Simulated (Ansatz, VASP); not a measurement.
# One calculation of Al5H, two programs

INCAR

```
SYSTEM = Al5H
PREC = Accurate ; ENCUT = 600
EDIFF = 1E-6 ; ISMEAR = 0
SIGMA = 0.1 ; LREAL = .FALSE.
LASPH = .TRUE. ; NELM = 100
ALGO = Normal ; ISIF = 3
LWAVE = .FALSE. ; LCHARG = .FALSE.
GGA = PE ; IBRION = 2
NSW = 90 ; EDIFFG = -0.04
```

Contents of KPOINTS:

```
Automatic mesh
0
G
  6 6 4
  0 0 0
```

File POSCAR:

```
Al5H
1.0
    5.0441601800      0.0000000000      0.0000000000
   -2.5220800900      4.3683708500      0.0000000000
    0.0000000000      0.0000000000      4.0269099200
Al H
5 1
Direct
    0.0000000000      0.5000000000      0.5000000000
    0.3333333300      0.6666666700      0.0000000000
    0.6666666700      0.3333333300      0.0000000000
    0.5000000000      0.0000000000      0.5000000000
    0.5000000000      0.5000000000      0.5000000000
    0.0000000000      0.0000000000      0.0000000000
```

Input for Ansatz:

```yaml
crystal:
  lattice:
    - [5.04416018, 0.0, 0.0]
    - [-2.52208009, 4.36837085, 0.0]
    - [0.0, 0.0, 4.02690992]
  atoms:
    - { symbol: Al, position: [0.0, 0.5, 0.5] }
    - { symbol: Al, position: [0.33333333, 0.66666667, 0.0] }
    - { symbol: Al, position: [0.66666667, 0.33333333, 0.0] }
    - { symbol: Al, position: [0.5, 0.0, 0.5] }
    - { symbol: Al, position: [0.5, 0.5, 0.5] }
    - { symbol: H, position: [0.0, 0.0, 0.0] }
basis:
  ecutwfc: 420
kpoints:
  mp_grid: { grid: [6, 6, 4] }
hamiltonian:
  xc: pbe
scf:
  occupations: { method: gaussian, width: 0.1 }
  lower_state_search: "off"
output:
  forces: true
  stress: true
  eigenvalues: true
relax:
  adjacent_minimum: "off"
  f_tol: 0.04
  max_steps: 70
  cell: { stress_tol: 0.4 }
```

Change from the starting cell: species swapped into the CeFe5 type (P6/mmm, No. 191).

Alike in both runs: task relaxation of cell and atoms; functional PBE; k mesh 6 × 6 × 4; occupations gaussian, width 0.1 eV; no spin polarisation.

|  | VASP | Ansatz |
| --- | --- | --- |
| version | VASP 6.6.1 | Ansatz 0.2.0 |
| potentials or method | VASP PAW PBE potentials, release 64 (Al, H), cutoff 600 eV | scalar-relativistic, plane waves, PAW |
| valence electrons in the cell | 16 | 16 |

Ansatz gave:

* gap on the k mesh at the Fermi level, each at its own relaxed structure (eV): none
* relaxed volume (Å³/atom): 18.44
* relaxed cell length with the largest relative difference (Å): 4.624

Question: What did VASP give for the same quantities?

Answer: gap on the k mesh at the Fermi level, each at its own relaxed structure (eV): none; relaxed volume (Å³/atom): 18.41; relaxed cell length with the largest relative difference (Å): 4.612.

A gap of «none» marks a metal or a gap that the smearing closes.

The k mesh is coarse, so the values compare programs but aren't converged. Noted on VASP's run: the volume moved by over 15 % at a fixed basis, so the end points are rough.
